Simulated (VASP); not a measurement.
# CuOs2 (P6/mmm) in VASP: further runs, part 2 of 2

VASP 6.6.1. Earlier steps stand in the parts before.

### 3 Single point, PBE

This run uses another cell than the first one, of 12.32 Å³/atom.

INCAR reads:

```
PREC = Accurate
ENCUT = 820
EDIFF = 1E-6
ISMEAR = 0
SIGMA = 0.1
LREAL = F
LASPH = T
NELM = 120
ALGO = Normal
ISIF = 2
LWAVE = F
LCHARG = F
GGA = PE
NBANDS = 32
GGA_COMPAT = F
```

KPOINTS reads:

```
Automatic mesh
0
Gamma
  6 6 6
```

POSCAR reads:

```
CuOs2
1.0
    3.4060144480      0.0000000000      0.0000000000
   -1.7030072240      2.9496950376      0.0000000000
    0.0000000000      0.0000000000      3.6775903508
Cu Os
1 2
Direct
    0.0000000000      0.0000000000      0.0000000000
    0.3333333333      0.6666666667      0.5000000000
    0.6666666667      0.3333333333      0.5000000000
```

Potentials or basis: VASP PAW PBE potentials, release 64 (Cu_sv_GW, Os_sv_GW).

The run is started by

```bash
$ cat potpaw_PBE.64/Cu_sv_GW/POTCAR potpaw_PBE.64/Os_sv_GW/POTCAR > POTCAR
$ mpirun -np 1 vasp_std > vasp.out
```

It took 42 s on 1 thread of Intel Xeon 6975P-C (Granite Rapids), shared host; peak memory 0.24 GiB.

It converged, with:

```yaml
Free_energy: -13.4122 eV
Pressure: 226.7 GPa
Band_gap_on_the_k_mesh: zero (an odd number of electrons rules out a gap without spin polarisation)
```

Stress tensor (GPa, compression positive):
```
321.74   0.00   0.00
  0.00 321.74   0.00
  0.00   0.00  36.78
```

Levels at points of the mesh, in eV from the Fermi level:
```tsv
k point	band 21	band 22	band 23	band 24	band 25	band 26	band 27	band 28	band 29	band 30
(0.00, 0.00, 0.00)	-3.25	-3.25	-2.62	-1.92	-1.92	0.62	1.77	1.77	1.85	10.06
(0.50, 0.00, 0.00)	-3.52	-2.77	-2.20	-1.85	-0.26	0.02	3.35	3.77	4.06	6.92
(0.00, 0.00, 0.50)	-2.26	-2.26	-1.94	-1.94	-1.53	-1.53	-0.23	-0.23	2.23	10.87
(0.50, 0.00, 0.50)	-3.03	-2.84	-2.68	-1.08	-0.27	0.52	3.00	3.46	3.67	4.09
```

Caveat: atoms lie so close that the PAW spheres overlap strongly, which falsifies energies and pressures; the stress differs along the axes, from 37 to 322 GPa; spin-orbit coupling is left out, which moves the levels of the heavy elements.

### 4 Single point, PBE

INCAR reads:

```
SYSTEM = CuOs2
ALGO     = Normal         ! electronic algorithm
EDIFF    = 1E-6           ! SCF threshold, eV
ENCUT    = 820            ! plane-wave cutoff, eV
GGA      = PE             ! functional
GGA_COMPAT= .FALSE.      
ISIF     = 2              ! what is computed and relaxed
ISMEAR   = 0              ! smearing method
LASPH    = .TRUE.         ! aspherical terms in the spheres
LCHARG   = .FALSE.        ! write CHGCAR
LREAL    = .FALSE.        ! projectors in reciprocal space
LWAVE    = .FALSE.        ! write WAVECAR
NBANDS   = 32             ! bands
NELM     = 120            ! most SCF steps
PREC     = Accurate       ! precision mode
SIGMA    = 0.1            ! smearing width, eV
```

KPOINTS reads:

```
k-points
0
G
  12 12 18
  0 0 0
```

POSCAR reads:

```
CuOs2
1.0
    4.3278890377      0.0000000000      0.0000000000
   -2.1639445189      3.7480618514      0.0000000000
    0.0000000000      0.0000000000      2.6471640737
Cu Os
1 2
Direct
    0.0000000000      0.0000000000      0.0000000000
    0.3333333333      0.6666666667      0.5000000000
    0.6666666667      0.3333333333      0.5000000000
```

Potentials or basis: VASP PAW PBE potentials, release 64 (Cu_sv_GW, Os_sv_GW).

The run is started by

```bash
$ cat potpaw_PBE.64/Cu_sv_GW/POTCAR potpaw_PBE.64/Os_sv_GW/POTCAR > POTCAR
$ mpirun -np 1 vasp_std > vasp.out
```

OUTCAR:

```text
SYSTEM = CuOs2
   EDIFF = 1E-6
   ENCUT = 820
   GGA = PE
   ISIF = 2
   ISMEAR = 0
   LASPH = .TRUE.
   LREAL = .FALSE.
   NELM = 120
   PREC = Accurate

 ion  position               nearest neighbor table
   1  0.000  0.000  0.000-   2 2.83   3 2.83   2 2.83   3 2.83   3 2.83   3 2.83   2 2.83   2 2.83
                             3 2.83   3 2.83   2 2.83   2 2.83
   2  0.333  0.667  0.500-   3 2.50   3 2.50   3 2.50   1 2.83   1 2.83   1 2.83   1 2.83   1 2.83
                             1 2.83
   3  0.667  0.333  0.500-   2 2.50   2 2.50   2 2.50   1 2.83   1 2.83   1 2.83   1 2.83   1 2.83
[... 1033 lines left out ...]
     32      21.2919      0.00000

 [... further k-points ...]
[... 5 lines left out ...]
  --------------------------------------------------------------------------------------
  -------------------------------------------------------------------------------------
  Total       -0.0854313     -0.0854313     -0.1136412      0.0000000      0.0000000      0.0000000
  in kB       -3.1875995     -3.1875995     -4.2401656      0.0000000      0.0000000      0.0000000
  external PRESSURE =      -3.5384549 kB  Pullay stress =       0.0000000 kB

 VOLUME and BASIS-vectors are now :
 -----------------------------------------------------------------------------
  energy-cutoff  :      820.00
  volume of cell :       42.94
      direct lattice vectors                 reciprocal lattice vectors
     4.327889038  0.000000000  0.000000000     0.231059528  0.133402281  0.000000000
    -2.163944519  3.748061851  0.000000000     0.000000000  0.266804562  0.000000000
     0.000000000  0.000000000  2.647164074     0.000000000  0.000000000  0.377762757

 POSITION                                       TOTAL-FORCE (eV/Angst)
 -----------------------------------------------------------------------------------
      0.00000      0.00000      0.00000        -0.000000      0.000000      0.000000
     -0.00000      2.49871      1.32358         0.000000     -0.000000      0.000000
      2.16394      1.24935      1.32358        -0.000000      0.000000      0.000000
 -----------------------------------------------------------------------------------
    total drift:                                0.000000     -0.000000      0.000000

  FREE ENERGIE OF THE ION-ELECTRON SYSTEM (eV)
  ---------------------------------------------------
  free  energy   TOTEN  =       -26.8169556975 eV

  energy  without entropy=      -26.8027804027  energy(sigma->0) =      -26.80986805
```

OSZICAR:

```text
N       E                     dE             d eps       ncg     rms          rms(c)
[... 17 lines left out ...]
DAV:  18    -0.268184046443E+02    0.10160E-02   -0.55750E-04 17544   0.347E-01    0.102E+00
DAV:  19    -0.268170395571E+02    0.13651E-02   -0.29080E-03 19176   0.238E+00    0.369E-01
DAV:  20    -0.268169781951E+02    0.61362E-04   -0.36391E-04 17432   0.163E-01    0.213E-01
DAV:  21    -0.268169617969E+02    0.16398E-04   -0.21820E-05 19432   0.182E-01    0.119E-01
DAV:  22    -0.268169600170E+02    0.17799E-05   -0.10723E-05 15040   0.185E-01    0.305E-02
DAV:  23    -0.268169566273E+02    0.33897E-05   -0.25529E-06 10904   0.929E-02    0.130E-02
DAV:  24    -0.268169556058E+02    0.10215E-05   -0.52290E-06 12168   0.813E-02    0.299E-03
DAV:  25    -0.268169556975E+02   -0.91624E-07   -0.13844E-06  9368   0.239E-02
   1 F= -.26816956E+02 E0= -.26809868E+02  d E =-.141753E-01
```

Wall time 13 min (1 thread of Intel Xeon Platinum 8259CL at 2.50GHz (Skylake/Cascade Lake), shared host); peak memory 0.65 GiB.

Results:

| Item | Value |
| --- | --- |
| Free energy | -26.8170 eV |
| Pressure | -0.4 GPa |
| Band gap on the k mesh | zero (an odd number of electrons rules out a gap without spin polarisation) |

Caveat: spin-orbit coupling is left out, which moves the levels of the heavy elements.

### 5 Overview

| cell | k mesh | gap on the mesh (eV) | pressure (GPa) |
| --- | --- | --- | --- |
| a = 4.319, b = 4.319, c = 2.658 Å, angles 90.0, 90.0, 120.0°, 3 atoms | 6 × 6 × 6 | none | -0.3 |
| a = 3.406, b = 3.406, c = 3.678 Å, angles 90.0, 90.0, 120.0°, 3 atoms | 6 × 6 × 6 | none | 226.7 |
| a = 4.328, b = 4.328, c = 2.647 Å, angles 90.0, 90.0, 120.0°, 3 atoms | 12 × 12 × 18 | none | -0.4 |

Alike in all rows: task single point; level PBE; potentials or basis VASP PAW PBE potentials, release 64 (Cu_sv_GW, Os_sv_GW); no spin polarisation; cutoff (eV) 820; smearing gaussian 0.1 eV.

Caveats: some runs use coarse meshes; spin-orbit coupling is left out, which moves the levels of the heavy elements; atoms lie so close that the PAW spheres overlap strongly, which falsifies energies and pressures (at least some runs); the stress differs along the axes, from 37 to 322 GPa (at least some runs).

Absolute energies hang on the potentials; compare differences alone.
